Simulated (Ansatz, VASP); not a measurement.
## One calculation of FeSi, two programs

```
Fe Si
1.0
     4.35857    0.00000    0.00000
     0.00000    4.35857    0.00000
     0.00000    0.00000    4.35857
Fe Si
4 4
Direct
  0.86334 0.63666 0.36334
  0.63666 0.36334 0.86334
  0.36334 0.86334 0.63666
  0.13666 0.13666 0.13666
  0.15887 0.34113 0.65887
  0.34113 0.65887 0.15887
  0.65887 0.15887 0.34113
  0.84113 0.84113 0.84113
```

Alike in both runs: task single point; functional r2SCAN; k mesh 6 × 6 × 6; no spin polarisation.

|  | VASP | Ansatz |
| --- | --- | --- |
| version | VASP 6.6.1 | Ansatz 0.2.0 |
| potentials or method | VASP PAW PBE potentials, release 64 (Fe, Si) | plane waves, PAW |
| plane-wave cutoff (eV) | 660 | 500 |
| occupations | gaussian, width 0.01 eV | fixed |
| valence electrons in the cell | 48 | 80 |

```tsv
	VASP	Ansatz	Ansatz less VASP
gap on the k mesh at the Fermi level (eV)	0.33	0.34	+0.010
pressure (GPa)	8.8	8.3	-0.49
rms of the force components (eV/Å)	0.077	0.060	-0.0166
```

VASP's potentials were made for PBE, not for r2SCAN. Atom by atom the forces differ by 0.018 eV/Å (rms over components). VASP's potentials hold 48 valence electrons a cell and Ansatz's 80, so a difference there can come from the potentials and not from the codes.
